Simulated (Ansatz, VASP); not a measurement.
**One calculation of RbBr, two programs**

Contents of INCAR:

```
SYSTEM = RbBr
ALGO = Normal ; EDIFF = 1E-7
ENCUT = 520 ; GGA = PE
ISIF = 2 ; ISMEAR = 0
LASPH = .True. ; LCHARG = .False.
LREAL = .False. ; LWAVE = .False.
NBANDS = 15 ; NELM = 80
PREC = Accurate ; SIGMA = 0.05
```

The input KPOINTS:

```
k-points
0
Gamma
  6 6 6
  0 0 0
```

The input POSCAR:

```
RbBr
1.0
    4.1929021031      0.0000000000      0.0000000000
    0.0000000000      4.1929021031      0.0000000000
    0.0000000000      0.0000000000      4.1929021031
Rb Br
1 1
Direct
   -0.0694336317      0.0000000000      0.0000000000
    0.5742683689      0.5000000000      0.5000000000
```

Input for Ansatz:

```yaml
crystal:
  lattice:
    - [4.1929021031, 0.0, 0.0]
    - [0.0, 4.1929021031, 0.0]
    - [0.0, 0.0, 4.1929021031]
  atoms:
    - { symbol: Rb, position: [-0.0694336317, 0.0, 0.0] }
    - { symbol: Br, position: [0.5742683689, 0.5, 0.5] }
basis:
  ecutwfc: 420
kpoints:
  mp_grid: { grid: [6, 6, 6] }
hamiltonian:
  xc: pbe
  pseudopotentials: { kind: paw }
scf:
  occupations: { method: gaussian, width: 0.05 }
output:
  forces: true
  stress: true
  eigenvalues: true
```

Change from the starting cell: mode 4 frozen in at -0.311 Å, equal normal strain along x and y +0.0000.

Alike in both runs: task single point; functional PBE; k mesh 6 × 6 × 6; occupations gaussian, width 0.05 eV; no spin polarisation.

|  | VASP | Ansatz |
| --- | --- | --- |
| version | VASP 6.6.1 | Ansatz 0.2.0 |
| potentials or method | VASP PAW PBE potentials, release 64 (Rb_sv, Br), cutoff 520 eV | scalar-relativistic, plane waves, PAW |
| valence electrons in the cell | 16 | 16 |

Ansatz gave:

* gap on the k mesh at the Fermi level (eV): 4.00
* least direct gap on the mesh (eV): 4.15
* pressure (GPa): 1.5
* traceless stress, the component that is largest in VASP (GPa): -0.46
* rms of the force components (eV/Å): 0.228

Problem. What did VASP give for the same quantities?

Solution. gap on the k mesh at the Fermi level (eV): 4.00; least direct gap on the mesh (eV): 4.15; pressure (GPa): 1.5; traceless stress, the component that is largest in VASP (GPa): -0.47; rms of the force components (eV/Å): 0.232.

Atom by atom the forces differ by 0.003 eV/Å (rms over components).
